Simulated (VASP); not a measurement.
Wanted: the native input for a VASP 6.6.1 run.

| Property | Result |
| --- | --- |
| Task | single point |
| Functional | PBEsol |
| Dispersion | D3(BJ) |
| Potentials or basis | VASP PAW PBE potentials, release 64 (Al) |
| Cutoff | 520 eV |
| k mesh | 24 × 24 × 6 |
| Occupations | gaussian, width 0.1 eV |
| Spin | no spin polarisation |
| Dipole correction | no |
| Further INCAR settings | ALGO = Fast; EDIFF = 1e-07; NBANDS = 14 |

The structure of Al lies in POSCAR:

```
Al
1.0
    2.7170847239      0.0000000000      0.0000000000
   -1.3585423620      2.3530643951      0.0000000000
    0.0000000000      0.0000000000      9.3582991244
Al
4
Direct
    0.0000000000      0.0000000000      0.0000000000
    0.3333333333      0.6666666667      0.2500000000
    0.0000000000      0.0000000000      0.5000000000
    0.6666666667      0.3333333333      0.7500000000
```

This isn't the form of Al at room conditions, which is fcc.

This cell differs from its parent crystal: biaxial strain in the a-b plane: -3.0 %.

One way to write it, as run:

INCAR

```
ALGO = Fast ; EDIFF = 1E-7
ENCUT = 520 ; GGA = PS
ISIF = 2 ; ISMEAR = 0
IVDW = 12 ; LASPH = T
LCHARG = F ; LREAL = F
LWAVE = F ; NBANDS = 14
NELM = 80 ; PREC = Accurate
SIGMA = 0.1
```

KPOINTS

```
k-points
0
Gamma
  24 24 6
```

Potentials or basis: VASP PAW PBE potentials, release 64 (Al).

The run is started by

```sh
$ cat potpaw_PBE.64/Al/POTCAR > POTCAR
$ mpirun -np 1 vasp_std > vasp.out
```

Results of the run:

The pressure is 4.7 GPa and the band gap on the k mesh is zero (bands 6 and 7 overlap by 4.93 eV). The dispersion energy per atom is -0.351 eV.

Caveat: the cell differs from its parent crystal (biaxial strain in the a-b plane: -3.0 %); the stress differs along the axes, from 1 to 7 GPa; the PAW data sets were made with another functional, which shifts forces and pressure a little.

Run time: 95 s on 1 thread of Intel(R) Xeon(R) 6975P-C (Granite Rapids), on a shared host, peak memory 0.28 GiB.
